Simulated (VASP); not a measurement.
# Mo (Im-3m) in VASP: notebook

Runs on Mo. Level: PBE. Tasks: single point, relaxation of cell and atoms.

Program: VASP 6.6.1. These are calculated values, not measurements. Logs are shortened: lines on timing, memory, paths and dates and some standing lists are left out, and cuts for length are marked.

## 1. The cell of the first run

The structure is cubic, space group Im-3m (No. 229). Conventional cell: a = 3.163 Å, b = 3.163 Å, c = 3.163 Å, α = 90.00°, β = 90.00°, γ = 90.00°. Within 3.6 Å of Mo (site symmetry m-3m) lie 14 Mo at 2.74 to 3.16 Å.

## 2. Single point, PBE

The input, INCAR:

```
SYSTEM = Mo
PREC     = Accurate       ! precision mode
ENCUT    = 500            ! plane-wave cutoff, eV
EDIFF    = 1E-6           ! SCF threshold, eV
ISMEAR   = 0              ! smearing method
SIGMA    = 0.1            ! smearing width, eV
LREAL    = .False.        ! projectors in reciprocal space
LASPH    = .True.         ! aspherical terms in the spheres
NELM     = 120            ! most SCF steps
ALGO     = Normal         ! electronic algorithm
ISIF     = 2              ! what is computed and relaxed
LWAVE    = .False.        ! write WAVECAR
LCHARG   = .False.        ! write CHGCAR
GGA      = PE             ! functional
NBANDS   = 13             ! bands
GGA_COMPAT= .False.
```

The input, KPOINTS:

```
regular mesh
0
Gamma
  8 8 8
  0 0 0
```

The input, POSCAR:

```
Mo
1.0
   -1.5816435598      1.5816435598      1.5816435598
    1.5816435598     -1.5816435598      1.5816435598
    1.5816435598      1.5816435598     -1.5816435598
Mo
1
Direct
    0.0000000000      0.0000000000      0.0000000000
```

Potentials or basis: VASP PAW PBE potentials, release 64 (Mo_sv).

On the command line:

```sh
cat potpaw_PBE.64/Mo_sv/POTCAR > POTCAR
mpirun -np 1 vasp_std > vasp.out
```

OUTCAR:

```text
SYSTEM = Mo
   PREC = Accurate
   ENCUT = 500
   EDIFF = 1E-6
   ISMEAR = 0
   LREAL = .False.
   LASPH = .True.
   NELM = 120
   ISIF = 2
   GGA = PE

 ion  position               nearest neighbor table
   1  0.000  0.000  0.000-

  LATTYP: Found a body centered cubic cell.
 ALAT       =     3.1632871196

  Lattice vectors:

 A1 = (  -1.5816435598,   1.5816435598,   1.5816435598)
 A2 = (   1.5816435598,  -1.5816435598,   1.5816435598)
 A3 = (   1.5816435598,   1.5816435598,  -1.5816435598)

Analysis of symmetry for initial positions (statically):
=====================================================================
 Subroutine PRICEL returns:
 Original cell was already a primitive cell.

 Routine SETGRP: Setting up the symmetry group for a
 body centered cubic supercell.

 Subroutine GETGRP returns: Found 48 space group operations
 (whereof 48 operations were pure point group operations)
 out of a pool of 48 trial point group operations.

The static configuration has the point symmetry O_h .

Analysis of symmetry for dynamics (positions and initial velocities):
=====================================================================
 Subroutine PRICEL returns:
 Original cell was already a primitive cell.

 Routine SETGRP: Setting up the symmetry group for a
 body centered cubic supercell.

 Subroutine GETGRP returns: Found 48 space group operations
 (whereof 48 operations were pure point group operations)
 out of a pool of 48 trial point group operations.

The dynamic configuration has the point symmetry O_h .

 Subroutine INISYM returns: Found 48 space group operations
 (whereof 48 operations are pure point group operations),
 and found     1 'primitive' translations

----------------------------------------------------------------------------------------

                                     Primitive cell

  volume of cell :      15.8265

  direct lattice vectors                    reciprocal lattice vectors
    -1.581643560  1.581643560  1.581643560     0.000000000  0.316126852  0.316126852
     1.581643560 -1.581643560  1.581643560     0.316126852  0.000000000  0.316126852
     1.581643560  1.581643560 -1.581643560     0.316126852  0.316126852  0.000000000

  length of vectors
     2.739487005  2.739487005  2.739487005     0.447070882  0.447070882  0.447070882

  position of ions in fractional coordinates (direct lattice)
     0.000000000  0.000000000  0.000000000

  ion indices of the primitive-cell ions
   primitive index   ion index
[... 75 lines left out ...]
   EDIFFG = 0.1E-04   stopping-criterion for IOM
   NSW    =      0    number of steps for IOM
   IBRION =     -1    ionic relax: 0-MD 1-quasi-New 2-CG
   NFREE  =      0    steps in history (QN), initial steepest desc. (CG)
   ISIF   =      2    stress and relaxation
   ISYM   =      2    0-nonsym 1-usesym 2-fastsym
   POTIM  = 0.5000    time-step for ionic-motion
   TEBEG  =    0.0;   TEEND  =   0.0 temperature during run
   PSTRESS=    0.0 pullay stress
   NELECT =      14.0000    total number of electrons
   NUPDOWN=      -1.0000    fix difference up-down
   EMIN   =  10.00;   EMAX   =-10.00  energy-range for DOS
   EFERMI =   0.00;   METHOD = LEGACY
   ISMEAR =     0;   SIGMA  =   0.10  broadening in eV -4-tet -1-fermi 0-gaus
   EFERMI_NEDOS =   21; number of points for ismear=-14 and -15
   IALGO  =     38    algorithm
   IMIX   =      4    mixing-type and parameters
     AMIX     =   0.40;   BMIX     =  1.00
     AMIX_MAG =   1.60;   BMIX_MAG =  1.00
  volume/ion in A,a.u.               =      15.83       106.80
  Fermi-wavevector in a.u.,A,eV,Ry     =   1.571528  2.969758 33.602328  2.469701
  Thomas-Fermi vector in A             =   2.673099
   LORBIT       =      0    0 simple, 1 ext, 2 COOP (PROOUT), +10 PAW based schemes
   GGA     = PE    functional components
   LHFCALC =     F    Hartree Fock is set to
   AEXX    =    0.0000 exact exchange contribution
   IVDW    =     0    specifies the selected vdW correction
   LEPSILON=     F    determine dielectric tensor
   LRPA    =     F    only Hartree local field effects (RPA)
 non-spin polarized calculation
 Gauss-broadening in eV      SIGMA  =   0.10
  energy-cutoff  :      500.00
  volume of cell :       15.83
 maximum number of plane-waves:       420
   NGX =  9   NGY =  9   NGZ =  9

 number of electron      14.0000004 magnetization

 Free energy of the ion-electron system (eV)
  ---------------------------------------------------
  ext. energy  EPLUGINS =         0.00000000
  ---------------------------------------------------
  free energy    TOTEN  =       -10.91527148 eV

  energy without entropy =      -10.91101030  energy(sigma->0) =      -10.91314089

 E-fermi :  12.2705     XC(G=0): -13.3224

 val. band max:       12.2647573535   @ k =  -0.2500   0.2500   0.1250
 cond. band min:      12.3722546382   @ k =   0.3750   0.0000   0.0000
 fundamental gap:      0.1074972846
 Fermi energy:        12.2705465232

 k-point     1 :       0.0000    0.0000    0.0000
  band No.  band energies     occupation
      1     -48.8952      2.00000
      2     -22.1889      2.00000
      3     -22.1889      2.00000
      4     -22.1889      2.00000
      5       5.2001      2.00000
      6      11.0489      2.00000
      7      11.0489      2.00000
      8      11.0489      2.00000
      9      14.0289      0.00000
     10      14.0289      0.00000
     11      27.2078      0.00000
     12      27.2078      0.00000
     13      27.2078      0.00000
[... 354 lines left out ...]
  band No.  band energies     occupation
      1     -48.5876      2.00000
      2     -23.1885      2.00000
      3     -22.8076      2.00000
      4     -22.6849      2.00000
      5       8.5168      2.00000
      6       9.0697      2.00000
      7      11.7735      2.00000
      8      12.5956      0.00000
      9      15.2259      0.00000
     10      17.3083      0.00000
     11      26.0443      0.00000
     12      28.0614      0.00000
     13      29.1538      0.00000

 [... further k-points ...]
[... 5 lines left out ...]
  --------------------------------------------------------------------------------------
  -------------------------------------------------------------------------------------
  Total        0.0503692      0.0503692      0.0503692     -0.0000000      0.0000000      0.0000000
  in kB        5.0990589      5.0990589      5.0990589     -0.0000000      0.0000000      0.0000000
  external PRESSURE =       5.0990589 kB  Pullay stress =       0.0000000 kB

 VOLUME and BASIS-vectors are now :
 -----------------------------------------------------------------------------
  energy-cutoff  :      500.00
  volume of cell :       15.83
      direct lattice vectors                 reciprocal lattice vectors
    -1.581643560  1.581643560  1.581643560     0.000000000  0.316126852  0.316126852
     1.581643560 -1.581643560  1.581643560     0.316126852  0.000000000  0.316126852
     1.581643560  1.581643560 -1.581643560     0.316126852  0.316126852  0.000000000

 POSITION                                       TOTAL-FORCE (eV/Angst)
 -----------------------------------------------------------------------------------
      0.00000      0.00000      0.00000        -0.000000      0.000000      0.000000
 -----------------------------------------------------------------------------------
    total drift:                                0.000000     -0.000000     -0.000000

  FREE ENERGIE OF THE ION-ELECTRON SYSTEM (eV)
  ---------------------------------------------------
  free  energy   TOTEN  =       -10.9152714837 eV

  energy  without entropy=      -10.9110102968  energy(sigma->0) =      -10.91314089
```

OSZICAR:

```text
N       E                     dE             d eps       ncg     rms          rms(c)
DAV:   1     0.865120261488E+02    0.86512E+02   -0.78291E+03   770   0.108E+03
DAV:   2    -0.105719519838E+02   -0.97084E+02   -0.93373E+02   899   0.301E+02
DAV:   3    -0.115966250731E+02   -0.10247E+01   -0.10231E+01   814   0.311E+01
DAV:   4    -0.115988922066E+02   -0.22671E-02   -0.22671E-02   859   0.179E+00
DAV:   5    -0.115989081464E+02   -0.15940E-04   -0.15940E-04   849   0.128E-01    0.143E+01
DAV:   6    -0.110004708140E+02    0.59844E+00   -0.73840E-01   779   0.106E+01    0.381E+00
DAV:   7    -0.109186186865E+02    0.81852E-01   -0.15249E-01   834   0.457E+00    0.100E+00
DAV:   8    -0.109153420645E+02    0.32766E-02   -0.50157E-03   764   0.906E-01    0.199E-01
DAV:   9    -0.109152623711E+02    0.79693E-04   -0.27785E-04   854   0.208E-01    0.609E-02
DAV:  10    -0.109152709459E+02   -0.85748E-05   -0.25371E-05   794   0.610E-02    0.327E-03
DAV:  11    -0.109152714837E+02   -0.53786E-06   -0.39962E-07   482   0.836E-03
   1 F= -.10915271E+02 E0= -.10913141E+02  d E =-.426119E-02
```

stdout:

```text
POSCAR found type information on POSCAR Mo
 POSCAR found :  1 types and       1 ions
 scaLAPACK will be used
 LDA part: xc-table for (Slater+PW92), standard interpolation
 POSCAR, INCAR and KPOINTS ok, starting setup
 FFT: planning ... GRIDC
 FFT: planning ... GRID_SOFT
 FFT: planning ... GRID
 WAVECAR not read
 entering main loop
```

Run time: 5.4 s. Hardware: 1 thread of Intel Xeon Platinum 8488C (Sapphire Rapids), shared host; peak memory 0.12 GiB.

What came out:

```yaml
Free_energy: -10.9153 eV
Pressure: 0.5 GPa
Band_gap_on_the_k_mesh: zero (band 7 reaches 16.30 eV, above the bottom of band 8 at 11.05 eV)
```

[end of part 1 of 2]
